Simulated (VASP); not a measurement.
# CaO (Lime) (Fm-3m) in VASP: notebook, part 2 of 2

VASP 6.6.1. The steps go on from the part before.

### 5 Relaxation of cell and atoms, PBE+D4

This run uses another cell than the first one, of 13.94 Å³/atom, 1.029 times its volume.

Input file INCAR:

```
ALGO = Normal
EDIFF = 1E-7
EDIFFG = -0.01
ENCUT = 600
GGA = PE
IBRION = 2
ISIF = 3
ISMEAR = 1
IVDW = 13
LASPH = True
LCHARG = False
LREAL = False
LWAVE = False
NELM = 100
NSW = 80
PREC = Accurate
SIGMA = 0.05
```

Input file KPOINTS:

```
k-points
0
Gamma
  7 7 7
```

Input file POSCAR:

```
CaO
1.0
    0.0000000000      2.4065000000      2.4065000000
    2.4065000000      0.0000000000      2.4065000000
    2.4065000000      2.4065000000      0.0000000000
Ca O
1 1
Direct
    0.0000000000      0.0000000000      0.0000000000
    0.5000000000      0.5000000000      0.5000000000
```

Potentials or basis: VASP PAW PBE potentials, release 64 (Ca_sv, O).

Command:

```console
> cat potpaw_PBE.64/Ca_sv/POTCAR potpaw_PBE.64/O/POTCAR > POTCAR
> mpirun -np 1 vasp_std > vasp.out
```

OUTCAR:

```text
EDIFF = 1E-7
   EDIFFG = -0.01
   ENCUT = 600
   GGA = PE
   IBRION = 2
   ISIF = 3
   ISMEAR = 1
   IVDW = 13
   LASPH = True
   LREAL = False
   NELM = 100
   NSW = 80
   PREC = Accurate

 ion  position               nearest neighbor table
   1  0.000  0.000  0.000-   2 2.41   2 2.41   2 2.41   2 2.41   2 2.41   2 2.41
   2  0.500  0.500  0.500-   1 2.41   1 2.41   1 2.41   1 2.41   1 2.41   1 2.41

  LATTYP: Found a face centered cubic cell.
 ALAT       =     4.8130000000

  Lattice vectors:

 A1 = (   0.0000000000,   2.4065000000,   2.4065000000)
 A2 = (   2.4065000000,   0.0000000000,   2.4065000000)
 A3 = (   2.4065000000,   2.4065000000,   0.0000000000)

Analysis of symmetry for initial positions (statically):
=====================================================================
 Subroutine PRICEL returns:
 Original cell was already a primitive cell.

 Routine SETGRP: Setting up the symmetry group for a
 face centered cubic supercell.

 Subroutine GETGRP returns: Found 48 space group operations
 (whereof 48 operations were pure point group operations)
 out of a pool of 48 trial point group operations.

The static configuration has the point symmetry O_h .

Analysis of symmetry for dynamics (positions and initial velocities):
=====================================================================
 Subroutine PRICEL returns:
 Original cell was already a primitive cell.

 Routine SETGRP: Setting up the symmetry group for a
 face centered cubic supercell.

 Subroutine GETGRP returns: Found 48 space group operations
 (whereof 48 operations were pure point group operations)
 out of a pool of 48 trial point group operations.

The dynamic configuration has the point symmetry O_h .

 Subroutine INISYM returns: Found 48 space group operations
 (whereof 48 operations are pure point group operations),
 and found     1 'primitive' translations

----------------------------------------------------------------------------------------

                                     Primitive cell

  volume of cell :      27.8732

  direct lattice vectors                    reciprocal lattice vectors
     0.000000000  2.406500000  2.406500000    -0.207770621  0.207770621  0.207770621
     2.406500000  0.000000000  2.406500000     0.207770621 -0.207770621  0.207770621
     2.406500000  2.406500000  0.000000000     0.207770621  0.207770621 -0.207770621

  length of vectors
     3.403304938  3.403304938  3.403304938     0.359869272  0.359869272  0.359869272

  position of ions in fractional coordinates (direct lattice)
     0.000000000  0.000000000  0.000000000
     0.500000000  0.500000000  0.500000000

  ion indices of the primitive-cell ions
   primitive index   ion index
                 1           1
                 2           2

----------------------------------------------------------------------------------------

 KPOINTS: k-points

Automatic generation of k-mesh.
 Grid dimensions read from file:
 generate k-points for:    7    7    7

 Generating k-lattice:

  Cartesian coordinates                     Fractional coordinates (reciprocal lattice)
    -0.029681517  0.029681517  0.029681517     0.142857143  0.000000000  0.000000000
     0.029681517 -0.029681517  0.029681517     0.000000000  0.142857143  0.000000000
     0.029681517  0.029681517 -0.029681517     0.000000000  0.000000000  0.142857143

  Length of vectors
     0.051409896  0.051409896  0.051409896

  Shift w.r.t. Gamma in fractional coordinates (k-lattice)
     0.000000000  0.000000000  0.000000000

 Subroutine IBZKPT returns following result:
 ===========================================

 Found     20 irreducible k-points:

 Following reciprocal coordinates:
            Coordinates               Weight
  0.000000  0.000000  0.000000      1.000000
  0.142857  0.000000  0.000000      8.000000
  0.285714  0.000000  0.000000      8.000000
  0.428571  0.000000  0.000000      8.000000
  0.142857  0.142857  0.000000      6.000000
  0.285714  0.142857  0.000000     24.000000
[... 12 lines left out ...]
 -0.428571  0.428571  0.142857     24.000000
 -0.285714  0.428571  0.142857     24.000000
   k-points           NKPTS =     20   k-points in BZ     NKDIM =     20   number of bands    NBANDS=     12
   number of dos      NEDOS =    301   number of ions     NIONS =      2
   total plane-waves  NPLWV =  21952
   dimension x,y,z NGX =    28 NGY =   28 NGZ =   28
   dimension x,y,z NGXF=    56 NGYF=   56 NGZF=   56
   ions per type =               1   1
   NGX,Y,Z   is equivalent  to a cutoff of  13.68, 13.68, 13.68 a.u.
   NGXF,Y,Z  is equivalent  to a cutoff of  27.36, 27.36, 27.36 a.u.
 SYSTEM =  unknown system
   PREC   = accura    normal or accurate (medium, high low for compatibility)
   ISTART =      0    job   : 0-new  1-cont  2-samecut
   ICHARG =      2    charge: 1-file 2-atom 10-const
   ISPIN  =      1    spin polarized calculation?
   LNONCOLLINEAR =      F non collinear calculations
   LSORBIT =      F    spin-orbit coupling
   LASPH  =      T    aspherical Exc in radial PAW
   ENCUT  =  600.0 eV  44.10 Ry    6.64 a.u.   6.80  6.80  6.80*2*pi/ulx,y,z
   NELM   =    100;   NELMIN=  2; NELMDL= -5     # of ELM steps
   EDIFF  = 0.1E-06   stopping-criterion for ELM
   LREAL  =      F    real-space projection
   EDIFFG = -.1E-01   stopping-criterion for IOM
   NSW    =     80    number of steps for IOM
   IBRION =      2    ionic relax: 0-MD 1-quasi-New 2-CG
   NFREE  =      1    steps in history (QN), initial steepest desc. (CG)
   ISIF   =      3    stress and relaxation
   ISYM   =      2    0-nonsym 1-usesym 2-fastsym
   POTIM  = 0.5000    time-step for ionic-motion
   TEBEG  =    0.0;   TEEND  =   0.0 temperature during run
   PSTRESS=    0.0 pullay stress
   NELECT =      16.0000    total number of electrons
   NUPDOWN=      -1.0000    fix difference up-down
   EMIN   =  10.00;   EMAX   =-10.00  energy-range for DOS
   EFERMI =   0.00;   METHOD = LEGACY
   ISMEAR =     1;   SIGMA  =   0.05  broadening in eV -4-tet -1-fermi 0-gaus
   EFERMI_NEDOS =   21; number of points for ismear=-14 and -15
   IALGO  =     38    algorithm
   IMIX   =      4    mixing-type and parameters
     AMIX     =   0.40;   BMIX     =  1.00
     AMIX_MAG =   1.60;   BMIX_MAG =  1.00
  volume/ion in A,a.u.               =      13.94        94.05
  Fermi-wavevector in a.u.,A,eV,Ry     =   1.360564  2.571093 25.186211  1.851134
  Thomas-Fermi vector in A             =   2.487215
   LORBIT       =      0    0 simple, 1 ext, 2 COOP (PROOUT), +10 PAW based schemes
   GGA     = PE    functional components
   LHFCALC =     F    Hartree Fock is set to
   AEXX    =    0.0000 exact exchange contribution
   IVDW    =    13    specifies the selected vdW correction
   LEPSILON=     F    determine dielectric tensor
   LRPA    =     F    only Hartree local field effects (RPA)
 conjugate gradient relaxation of ions
 non-spin polarized calculation
 Methfessel and Paxton  Order N= 1 SIGMA  =   0.05
  energy-cutoff  :      600.00
  volume of cell :       27.87
 maximum number of plane-waves:       950
   NGX = 13   NGY = 13   NGZ = 13

--------------------------------------- Ionic step        1  -------------------------------------------

 number of electron      15.9999998 magnetization

 Free energy of the ion-electron system (eV)
  ---------------------------------------------------
  ext. energy  EPLUGINS =         0.00000000
  ---------------------------------------------------
  free energy    TOTEN  =       -12.80504082 eV

  energy without entropy =      -12.80506619  energy(sigma->0) =      -12.80504928

------------------------ aborting loop because EDIFF is reached ----------------------------------------

  DFT-D4 for vdW energy calculation

  Edisp (eV):   -0.32520

  FORCE on cell =-STRESS in cart. coord.  units (eV):
  Direction    XX          YY          ZZ          XY          YZ          ZX
  --------------------------------------------------------------------------------------
  -------------------------------------------------------------------------------------
  Total      -0.06915    -0.06915    -0.06915    -0.00000    -0.00000     0.00000
  in kB      -3.97491    -3.97491    -3.97491    -0.00000    -0.00000     0.00000
  external pressure =       -3.97 kB  Pullay stress =        0.00 kB
[... 61 lines left out ...]
  energy  without entropy=      -13.1303823486  energy(sigma->0) =      -13.13036544

--------------------------------------- Ionic step        3  -------------------------------------------

 number of electron      15.9999997 magnetization

 Free energy of the ion-electron system (eV)
  ---------------------------------------------------
  ext. energy  EPLUGINS =         0.00000000
  ---------------------------------------------------
  free energy    TOTEN  =       -12.80382235 eV

  energy without entropy =      -12.80384771  energy(sigma->0) =      -12.80383080

 E-fermi :   2.3876     XC(G=0): -10.4735

 val. band max:        2.3455129657   @ k =   0.0000   0.0000   0.0000
 cond. band min:       6.0765107469   @ k =   0.4286   0.4286   0.0000
 fundamental gap:      3.7309977811
 Fermi energy:         2.3876064316

 k-point     1 :       0.0000    0.0000    0.0000
  band No.  band energies     occupation
      1     -35.2911      2.00000
      2     -16.0553      2.00000
      3     -16.0553      2.00000
      4     -16.0553      2.00000
      5     -13.1866      2.00000
      6       2.3455      2.00000
      7       2.3455      1.99999
      8       2.3455      1.99999
      9       7.0553      0.00000
     10       8.5717      0.00000
     11       8.5717      0.00000
     12       8.5717      0.00000
[... 316 lines left out ...]
  FREE ENERGIE OF THE ION-ELECTRON SYSTEM (eV)
  ---------------------------------------------------
  free  energy   TOTEN  =       -13.1303738287 eV

  energy  without entropy=      -13.1303991898  energy(sigma->0) =      -13.13038228

 reached required accuracy - stopping structural energy minimisation
```

It took 21 s on 1 thread of AMD EPYC 7R43 (Zen 3), shared host; peak memory 0.13 GiB.

Results:

* Free energy: -13.1304 eV
* Relaxed volume: 13.88 Å³/atom
* Relaxed cell: a = 3.399 Å, b = 3.399 Å, c = 3.399 Å, α = 60.00°, β = 60.00°, γ = 60.00°
* Space group after relaxing (to 0.05 Å): Fm-3m (No. 225)
* Energy gained by relaxing: 0.1 meV/atom
* Ionic steps: 3
* Pressure after relaxing: 0.0 GPa
* Band gap on the k mesh: 3.73 eV, indirect (least direct gap 4.11 eV)
* Dispersion energy per atom: -0.163 eV

Step by step:
```csv
step,energy change (eV),largest force (eV/Å),pressure (GPa),volume (Å³)
1,0.0000,0.0000,-0.40,27.87
2,-0.0001,0.0000,0.14,27.73
3,-0.0001,0.0000,0.02,27.77
```

Final structure:
```yaml
crystal:
  lattice:
    - [0.00000, 2.40352, 2.40352]
    - [2.40352, 0.00000, 2.40352]
    - [2.40352, 2.40352, 0.00000]
  atoms:
    - { symbol: Ca, position: [0.00000, 0.00000, 0.00000] }
    - { symbol: O, position: [0.50000, 0.50000, 0.50000] }
```

### 6 Summary

| task | level | cell | cutoff (eV) | gap on the mesh (eV) | pressure (GPa) | relaxed volume (Å³/atom) |
| --- | --- | --- | --- | --- | --- | --- |
| single point | PBEsol | a = 3.371 Å, angles 60.0°, 2 atoms | 520 | 3.62 | 0.7 | - |
| single point | PBE+D4 | a = 3.394 Å, angles 60.0°, 2 atoms | 520 | 3.73 | 0.6 | - |
| relaxation of cell and atoms | PBEsol | relaxed from a = 3.403 Å, angles 60.0°, 2 atoms | 600 | 3.62 | 0.0 | 13.61 |
| relaxation of cell and atoms | PBE+D4 | relaxed from a = 3.403 Å, angles 60.0°, 2 atoms | 600 | 3.73 | 0.0 | 13.88 |

Alike in all rows: potentials or basis VASP PAW PBE potentials, release 64 (Ca_sv, O); no spin polarisation; k mesh 7 × 7 × 7; smearing methfessel-paxton 0.05 eV.

Caveats: the PAW data sets were made with another functional, which shifts forces and pressure a little (some runs).

Total energies depend on the potentials used, so only differences within one code and one set of settings carry meaning.
